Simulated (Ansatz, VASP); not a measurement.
**Cd4Se3S: VASP beside Ansatz**

```
CELL_PARAMETERS angstrom
4.33376 -0.00516 0.00267
-2.17142 3.75696 0.00038
0.00840 0.00601 14.16866
ATOMIC_POSITIONS crystal
Cd 0.66379 0.33287 0.99230
Cd 0.66195 0.33178 0.50247
Cd 0.00278 0.00091 0.24726
Cd 0.00428 0.00074 0.75778
Se 0.67021 0.33463 0.18184
Se 0.67143 0.33418 0.69210
Se 0.99517 0.99877 0.43704
S 0.99705 0.99944 0.93921
```

Change from the starting cell: cell x1, atoms moved at random (sigma 0.1 Å) and cell strained at random (1.5 %), then relaxed without symmetry.

Alike in both runs: functional PBE; k mesh 6 × 6 × 1; occupations gaussian, width 0.1 eV; no spin polarisation.

Ansatz relaxed the structure, and its values are those at the end. VASP's run is a single point on that final structure, the one shown.

|  | VASP | Ansatz |
| --- | --- | --- |
| version | VASP 6.6.1 | Ansatz 0.2.0 |
| potentials or method | VASP PAW PBE potentials, release 64 (Cd, Se, S), cutoff 520 eV | scalar-relativistic, plane waves, PAW |
| valence electrons in the cell | 72 | 134 |

|  | VASP | Ansatz | Ansatz less VASP |
| --- | --- | --- | --- |
| gap on the k mesh at the Fermi level (eV) | 0.58 | 0.58 | +0.002 |
| least direct gap on the mesh (eV) | 0.58 | 0.58 | +0.002 |
| pressure (GPa) | 0.2 | -0.1 | -0.27 |
| rms of the force components (eV/Å) | 0.009 | 0.008 | -0.0008 |

With one functional, cell and mesh, what is left measures potentials, basis and numerics. VASP's potentials hold 72 valence electrons a cell and Ansatz's 134, so a difference there can come from the potentials and not from the codes.

The k mesh is coarse, so the values compare programs but aren't converged.
